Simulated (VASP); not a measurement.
Set up this calculation in VASP 6.6.1, as the native input.

```
Task                   : single point
Functional             : PBE
Potentials or basis    : VASP PAW PBE potentials, release 64 (Cd, Te)
Cutoff                 : 520 eV
k mesh                 : 11 × 11 × 11
Occupations            : fermi-dirac, width 0.08 eV
Spin                   : no spin polarisation
Dipole correction      : no
Further INCAR settings : ALGO = Normal; EDIFF = 1e-06; NBANDS = 16
```

The structure of CdTe (zincblende type) lies in POSCAR:

```
CdTe
1.0
    0.0000000000      2.8506970984      2.8506970984
    2.8506970984      0.0000000000      2.8506970984
    2.8506970984      2.8506970984      0.0000000000
Cd Te
1 1
Direct
    0.0000000000      0.0000000000      0.0000000000
    0.2500000000      0.2500000000      0.2500000000
```

This cell differs from its parent crystal: volume scaled by 0.64.

These files were run (other wordings do the same):

INCAR

```
ALGO = Normal ; EDIFF = 1E-6
ENCUT = 520 ; GGA = PE
ISIF = 2 ; ISMEAR = -1
LASPH = True ; LCHARG = False
LREAL = False ; LWAVE = False
NBANDS = 16 ; NELM = 100
PREC = Accurate ; SIGMA = 0.08
```

KPOINTS

```
k-points
0
Gamma
  11 11 11
```

Potentials or basis: VASP PAW PBE potentials, release 64 (Cd, Te).

The run is started by

```bash
$ cat potpaw_PBE.64/Cd/POTCAR potpaw_PBE.64/Te/POTCAR > POTCAR
$ mpirun -np 1 vasp_std > vasp.out
```

It gave:

```yaml
Pressure: 46.2 GPa
Band_gap_on_the_k_mesh: 1.47 eV, indirect (least direct gap 1.95 eV)
```

Caveat: spin-orbit coupling is left out, which moves the levels of the heavy elements.

It took 31 s on 1 thread of Intel(R) Xeon(R) Platinum 8488C (Sapphire Rapids) (shared host), peak memory 0.19 GiB.
